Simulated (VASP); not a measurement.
Write the native input for VASP 6.6.1 that does the following.

```
Task                   : single point
Functional             : r2SCAN
Potentials or basis    : VASP PAW PBE potentials, release 64 (Ru_pv)
Cutoff                 : 520 eV
k mesh                 : 24 × 24 × 12
Occupations            : gaussian, width 0.15 eV
Spin                   : no spin polarisation
Dipole correction      : no
Further INCAR settings : ALGO = Normal; EDIFF = 1e-07; NBANDS = 21
```

The system is Ru.

```
Ru
1.0
     2.91473    0.00000    0.00000
    -1.45737    2.52423    0.00000
     0.00000    0.00000    3.69003
Ru
2
Direct
  0.33333 0.66667 0.25000
  0.66667 0.33333 0.75000
```

This cell differs from its parent crystal: ratio of the length along z to the lengths across it x 0.8, volume and fractional coordinates fixed.

One way to write it, as run:

POSCAR

```
Ru
1.0
    2.9147339750      0.0000000000      0.0000000000
   -1.4573669875      2.5242336676      0.0000000000
    0.0000000000      0.0000000000      3.6900295597
Ru
2
Direct
    0.3333333333      0.6666666667      0.2500000000
    0.6666666667      0.3333333333      0.7500000000
```

INCAR.step1

```
SYSTEM = Ru
ALGO = Normal ; EDIFF = 1E-4
ENCUT = 520 ; GGA = PE
ISMEAR = 0 ; LASPH = .True.
LCHARG = .False. ; LREAL = .False.
LWAVE = .True. ; NBANDS = 21
NELM = 80 ; PREC = Accurate
SIGMA = 0.15
```

INCAR.step2

```
SYSTEM = Ru
ALGO = Normal ; EDIFF = 1E-7
ENCUT = 520 ; ISIF = 2
ISMEAR = 0 ; ISTART = 1
LASPH = .True. ; LCHARG = .False.
LMIXTAU = .True. ; LREAL = .False.
LWAVE = .False. ; METAGGA = R2SCAN
NBANDS = 21 ; NELM = 80
PREC = Accurate ; SIGMA = 0.15
```

KPOINTS

```
k-points
0
Gamma
  24 24 12
  0 0 0
```

Potentials or basis: VASP PAW PBE potentials, release 64 (Ru_pv).

Run with:

```console
$ cat potpaw_PBE.64/Ru_pv/POTCAR > POTCAR
$ cp INCAR.step1 INCAR
$ mpirun -np 1 vasp_std > vasp.out
$ cp INCAR.step2 INCAR
$ mpirun -np 1 vasp_std > vasp.out
```

Results of the run:

The pressure is 17.4 GPa and the band gap on the k mesh is zero (bands 14 and 15 overlap by 2.57 eV).

Caveat: the cell stands under pressure; the PAW data sets were made with another functional, which shifts forces and pressure a little.

Wall time 6.3 min on 1 thread of Intel(R) Xeon(R) 6975P-C (Granite Rapids) (shared host), peak memory 0.3 GiB.
